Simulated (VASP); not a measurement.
# CaO (Fm-3m) in VASP: elastic constants with PBE

Aim: the elastic constants of CaO with PBE.

All numbers are computed with VASP 6.6.1; they aren't measurements. Logs are shortened: lines on timing, memory, paths and dates and some standing lists are left out, and cuts for length are marked.

## 1. The cell of the first run

It takes space group Fm-3m (No. 225, cubic). Conventional cell: a = 4.831 Å, b = 4.831 Å, c = 4.831 Å, α = 90.00°, β = 90.00°, γ = 90.00°. Ca (site symmetry m-3m) has 6 O at 2.42 Å within 3.2 Å. Within 3.2 Å of O (site symmetry m-3m) lie 6 Ca at 2.42 Å.

## 2. Elastic constants, PBE

INCAR reads:

```
  PREC = Accurate
  ENCUT = 600
  EDIFF = 1E-8
  ISMEAR = 0
  SIGMA = 0.01
  LREAL = F
  LASPH = T
  NELM = 100
  ALGO = Normal
  ISIF = 3
  LWAVE = F
  LCHARG = T
  GGA = PE
  IBRION = 6
  NFREE = 2
  POTIM = 0.015
  NSW = 1
```

KPOINTS reads:

```
regular mesh
0
Gamma
  8 8 8
```

POSCAR reads:

```
CaO
1.0
    0.0000000000      2.4153862323      2.4153862323
    2.4153862323      0.0000000000      2.4153862323
    2.4153862323      2.4153862323      0.0000000000
Ca O
1 1
Direct
    0.0000000000      0.0000000000      0.0000000000
    0.5000000000      0.5000000000      0.5000000000
```

Potentials or basis: VASP PAW PBE potentials, release 64 (Ca_sv, O).

Launch:

```
cat potpaw_PBE.64/Ca_sv/POTCAR potpaw_PBE.64/O/POTCAR > POTCAR
mpirun -np 1 vasp_std > vasp.out
```

OUTCAR:

```text
PREC = Accurate
   ENCUT = 600
   EDIFF = 1E-8
   ISMEAR = 0
   LREAL = F
   LASPH = T
   NELM = 100
   ISIF = 3
   GGA = PE
   IBRION = 6
   NFREE = 2
   POTIM = 0.015
   NSW = 1

 ion  position               nearest neighbor table
   1  0.000  0.000  0.000-   2 2.42   2 2.42   2 2.42   2 2.42   2 2.42   2 2.42
   2  0.500  0.500  0.500-   1 2.42   1 2.42   1 2.42   1 2.42   1 2.42   1 2.42

  LATTYP: Found a face centered cubic cell.
 ALAT       =     4.8307724646

  Lattice vectors:

 A1 = (   0.0000000000,   2.4153862323,   2.4153862323)
 A2 = (   2.4153862323,   0.0000000000,   2.4153862323)
 A3 = (   2.4153862323,   2.4153862323,   0.0000000000)

Analysis of symmetry for initial positions (statically):
=====================================================================
 Subroutine PRICEL returns:
 Original cell was already a primitive cell.

 Routine SETGRP: Setting up the symmetry group for a
 face centered cubic supercell.

 Subroutine GETGRP returns: Found 48 space group operations
 (whereof 48 operations were pure point group operations)
 out of a pool of 48 trial point group operations.

The static configuration has the point symmetry O_h .

Analysis of symmetry for dynamics (positions and initial velocities):
=====================================================================
 Subroutine PRICEL returns:
 Original cell was already a primitive cell.

 Routine SETGRP: Setting up the symmetry group for a
 face centered cubic supercell.

 Subroutine GETGRP returns: Found 48 space group operations
 (whereof 48 operations were pure point group operations)
 out of a pool of 48 trial point group operations.

The dynamic configuration has the point symmetry O_h .

 Subroutine INISYM returns: Found 48 space group operations
 (whereof 48 operations are pure point group operations),
 and found     1 'primitive' translations

----------------------------------------------------------------------------------------

                                     Primitive cell

  volume of cell :      28.1832

  direct lattice vectors                    reciprocal lattice vectors
     0.000000000  2.415386232  2.415386232    -0.207006231  0.207006231  0.207006231
     2.415386232  0.000000000  2.415386232     0.207006231 -0.207006231  0.207006231
     2.415386232  2.415386232  0.000000000     0.207006231  0.207006231 -0.207006231

  length of vectors
     3.415871968  3.415871968  3.415871968     0.358545309  0.358545309  0.358545309

  position of ions in fractional coordinates (direct lattice)
     0.000000000  0.000000000  0.000000000
     0.500000000  0.500000000  0.500000000

  ion indices of the primitive-cell ions
   primitive index   ion index
                 1           1
                 2           2

----------------------------------------------------------------------------------------

 KPOINTS: regular mesh

Automatic generation of k-mesh.
 Grid dimensions read from file:
 generate k-points for:    8    8    8

 Generating k-lattice:

  Cartesian coordinates                     Fractional coordinates (reciprocal lattice)
    -0.025875779  0.025875779  0.025875779     0.125000000  0.000000000  0.000000000
     0.025875779 -0.025875779  0.025875779     0.000000000  0.125000000  0.000000000
     0.025875779  0.025875779 -0.025875779     0.000000000  0.000000000  0.125000000

  Length of vectors
[... 110 lines left out ...]
  --------------------------------------------------------------------------------------
  -------------------------------------------------------------------------------------
  Total        0.0804876      0.0804876      0.0804876      0.0000000     -0.0000000     -0.0000000
  in kB        4.5756200      4.5756200      4.5756200      0.0000000     -0.0000000     -0.0000000
  external PRESSURE =       4.5756200 kB  Pullay stress =       0.0000000 kB
[... 89 lines left out ...]
  FREE ENERGIE OF THE ION-ELECTRON SYSTEM (eV)
  ---------------------------------------------------
  free  energy   TOTEN  =       -12.8020080679 eV

  energy  without entropy=      -12.8020080679  energy(sigma->0) =      -12.80200807

[... ionic steps 4 to 14 ...]

--------------------------------------- Ionic step       15  -------------------------------------------

 number of electron      15.9999999 magnetization

------------------------ aborting loop because EDIFF is reached ----------------------------------------
[... 67 lines left out ...]
--------------------------------------- Ionic step       17  -------------------------------------------

 number of electron      16.0000000 magnetization

 Free energy of the ion-electron system (eV)
  ---------------------------------------------------
  ext. energy  EPLUGINS =         0.00000000
  ---------------------------------------------------
  free energy    TOTEN  =       -12.80725839 eV

  energy without entropy =      -12.80725839  energy(sigma->0) =      -12.80725839

 E-fermi :   2.3484     XC(G=0): -10.4017

 val. band max:        2.2620264595   @ k =   0.0000   0.0000   0.0000
 cond. band min:       5.9035858898   @ k =   0.0000   0.5000   0.5000
 fundamental gap:      3.6415594303
 Fermi energy:         2.3483799044

 k-point     1 :       0.0000    0.0000    0.0000
  band No.  band energies     occupation
      1     -35.4349      2.00000
      2     -16.2101      2.00000
      3     -16.2099      2.00000
      4     -16.2099      2.00000
      5     -13.2405      2.00000
      6       2.2620      2.00000
      7       2.2620      2.00000
      8       2.2620      2.00000
      9       6.8546      0.00000
     10       8.4519      0.00000
     11       8.4528      0.00000
     12       8.4528      0.00000
[... 331 lines left out ...]
 k-point    24 :      -0.3750    0.2500    0.1250
  band No.  band energies     occupation
      1     -35.3241      2.00000
      2     -17.0442      2.00000
      3     -16.4368      2.00000
      4     -16.3292      2.00000
      5     -12.3685      2.00000
      6       0.2359      2.00000
      7       1.1494      2.00000
      8       1.2283      2.00000
      9       8.9505      0.00000
     10       9.0325      0.00000
     11      10.9308      0.00000
     12      11.0878      0.00000

 [... further k-points ...]

------------------------ aborting loop because EDIFF is reached ----------------------------------------

  FORCE on cell =-STRESS in cart. coord.  units (eV):
  Direction    XX          YY          ZZ          XY          YZ          ZX
  --------------------------------------------------------------------------------------
  -------------------------------------------------------------------------------------
  Total        0.0858517      0.0800996      0.0800996      0.0000000      0.0000000      0.0000000
  in kB        4.8805585      4.5535631      4.5535631      0.0000000      0.0000000      0.0000000
  external PRESSURE =       4.6625616 kB  Pullay stress =       0.0000000 kB
[... 17 lines left out ...]
  FREE ENERGIE OF THE ION-ELECTRON SYSTEM (eV)
  ---------------------------------------------------
  free  energy   TOTEN  =       -12.8072583876 eV

  energy  without entropy=      -12.8072583876  energy(sigma->0) =      -12.80725839

 INTERNAL STRAIN TENSORS FROM STRAINED CELLS
 ============================================

 INTERNAL STRAIN TENSOR FOR ION    1 for displacements in x,y,z  (eV/Angst):
          X           Y           Z          XY          YZ          ZX
  --------------------------------------------------------------------------------
  x     0.00000    -0.00000    -0.00000    -0.00000    -0.00000     0.00000
  y    -0.00000     0.00000     0.00000     0.00000    -0.00000     0.00000
  z     0.00000    -0.00000     0.00000     0.00000    -0.00000     0.00000

 INTERNAL STRAIN TENSORS FROM DISPLACED ATOMS
 ============================================

 INTERNAL STRAIN TENSOR FOR ION    1 for displacements in x,y,z  (eV/Angst):
          X           Y           Z          XY          YZ          ZX
  --------------------------------------------------------------------------------
  x     0.00000     0.00000     0.00000     0.00000     0.00000     0.00000
  y     0.00000     0.00000     0.00000     0.00000     0.00000     0.00000
  z     0.00000     0.00000     0.00000     0.00000     0.00000     0.00000

 INTERNAL STRAIN TENSOR FOR ION    2 for displacements in x,y,z  (eV/Angst):
          X           Y           Z          XY          YZ          ZX
  --------------------------------------------------------------------------------
  x     0.00000     0.00000     0.00000     0.00000     0.00000     0.00000
  y     0.00000     0.00000     0.00000     0.00000     0.00000     0.00000
  z     0.00000     0.00000     0.00000     0.00000     0.00000     0.00000

 Eigenvectors and eigenvalues of the dynamical matrix
 ----------------------------------------------------

   1 f  =    7.853107 THz    49.342524 2PiTHz  261.951438 cm-1    32.477824 meV
             X         Y         Z           dx          dy          dz
      0.000000  0.000000  0.000000     0.534191   -0.000000    0.000000
      2.415386  2.415386  2.415386    -0.845364    0.000000    0.000000
[... 21 lines left out ...]
   6 f/i=    0.000375 THz     0.002356 2PiTHz    0.012506 cm-1     0.001551 meV
             X         Y         Z           dx          dy          dz
      0.000000  0.000000  0.000000     0.110002   -0.385220   -0.744409
      2.415386  2.415386  2.415386     0.069511   -0.243423   -0.470397

--------------------------------------------------------------------------------------------------------

 ELASTIC MODULI CONTR FROM IONIC RELAXATION (kBar)
 Direction    XX          YY          ZZ          XY          YZ          ZX
 --------------------------------------------------------------------------------
 XX           0.0000      0.0000      0.0000      0.0000      0.0000      0.0000
 YY           0.0000      0.0000      0.0000      0.0000      0.0000      0.0000
 ZZ           0.0000      0.0000      0.0000      0.0000      0.0000      0.0000
 XY           0.0000      0.0000      0.0000      0.0000      0.0000      0.0000
 YZ           0.0000      0.0000      0.0000      0.0000      0.0000      0.0000
 ZX           0.0000      0.0000      0.0000      0.0000      0.0000      0.0000
 --------------------------------------------------------------------------------

 TOTAL ELASTIC MODULI (kBar)
 Direction    XX          YY          ZZ          XY          YZ          ZX
 --------------------------------------------------------------------------------
 XX        2071.7198    568.0590    568.0590      0.0000     -0.0000      0.0000
 YY         568.0590   2071.7198    568.0590      0.0000      0.0000      0.0000
 ZZ         568.0590    568.0590   2071.7198     -0.0000      0.0000     -0.0000
 XY           0.0000      0.0000     -0.0000    751.2513      0.0000      0.0000
 YZ          -0.0000      0.0000      0.0000      0.0000    751.2513      0.0000
 ZX           0.0000      0.0000     -0.0000      0.0000      0.0000    751.2513
 --------------------------------------------------------------------------------
```

It took 8 min on 1 thread of Oxide Virtual Turin-like, shared host; peak memory 0.23 GiB.

Results:

```yaml
Elastic_constants_C11_C12_C44: 207, 57, 75 GPa
Voigt_bulk_modulus: 107 GPa
Highest_phonon_frequency_at_Γ_LO-TO_splitting_left_out: 262 cm⁻¹
```

Phonon frequencies in cm⁻¹ (negative: imaginary):
| q point | frequencies |
| --- | --- |
| (0.000, 0.000, 0.000) | 0 0 0 262 262 262 |

Elastic tensor in Voigt notation (GPa, in the Cartesian axes of the cell as first typed):
```
207  57  57   0   0   0
 57 207  57   0   0   0
 57  57 207   0   0   0
  0   0   0  75   0   0
  0   0   0   0  75   0
  0   0   0   0   0  75
```

Clamped-ion elastic tensor (GPa):
```
207  57  57   0   0   0
 57 207  57   0   0   0
 57  57 207   0   0   0
  0   0   0  75   0   0
  0   0   0   0  75   0
  0   0   0   0   0  75
```
